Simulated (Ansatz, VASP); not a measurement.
## Al: VASP beside Ansatz

Contents of INCAR:

```
SYSTEM = Al
PREC = Accurate
ENCUT = 520
EDIFF = 1E-7
ISMEAR = -1
SIGMA = 0.05
LREAL = .False.
LASPH = .True.
NELM = 80
ALGO = Fast
ISIF = 2
LWAVE = .False.
LCHARG = .False.
GGA = PS
NBANDS = 14
```

Contents of KPOINTS:

```
Automatic mesh
0
Gamma
  11 11 3
  0 0 0
```

Contents of POSCAR:

```
Al
1.0
    2.7888685969      0.0000000000      0.0000000000
   -1.3944342984      2.4152310527      0.0000000000
    0.0000000000      0.0000000000      9.0618428096
Al
4
Direct
    0.6666666667      0.3333333333      0.7500000000
    0.0000000000      0.0000000000      0.5000000000
    0.3333333333      0.6666666667      0.2500000000
    0.0000000000      0.0000000000      0.0000000000
```

input.yaml

```yaml
crystal:
  lattice:
    - [2.7888685969, 0.0, 0.0]
    - [-1.3944342984, 2.4152310527, 0.0]
    - [0.0, 0.0, 9.0618428096]
  atoms:
    - { symbol: Al, position: [0.6666666667, 0.3333333333, 0.75] }
    - { symbol: Al, position: [0.0, 0.0, 0.5] }
    - { symbol: Al, position: [0.3333333333, 0.6666666667, 0.25] }
    - { symbol: Al, position: [0.0, 0.0, 0.0] }
kpoints:
  mp_grid: { grid: [11, 11, 3] }
scf:
  occupations: { method: fermi_dirac, width: 0.05 }
hamiltonian:
  xc: pbesol
  pseudopotentials: { kind: all_electron, lapw: { basis_error: 0.001 } }
output:
  forces: true
  stress: true
  eigenvalues: true
```

Change from the starting cell: volume scaled by 0.96.

Alike in both runs: task single point; functional PBEsol; k mesh 11 × 11 × 3; occupations fermi-dirac, width 0.05 eV; no spin polarisation.

|  | VASP | Ansatz |
| --- | --- | --- |
| version | VASP 6.6.1 | Ansatz 0.2.0 |
| potentials or method | VASP PAW PBE potentials, release 64 (Al), cutoff 520 eV | all-electron LAPW, scalar-relativistic |

VASP gave:

* gap on the k mesh at the Fermi level (eV): none
* pressure (GPa): 6.0
* traceless stress, the component that is largest in VASP (GPa): 1.44

What did Ansatz give for the same quantities?

gap on the k mesh at the Fermi level (eV): none; pressure (GPa): 5.9; traceless stress, the component that is largest in VASP (GPa): 1.44.

VASP's potentials were made for PBE, not for PBEsol. A gap of «none» marks a metal or a gap that the smearing closes. Ansatz ran all-electron here, and VASP with PAW potentials.
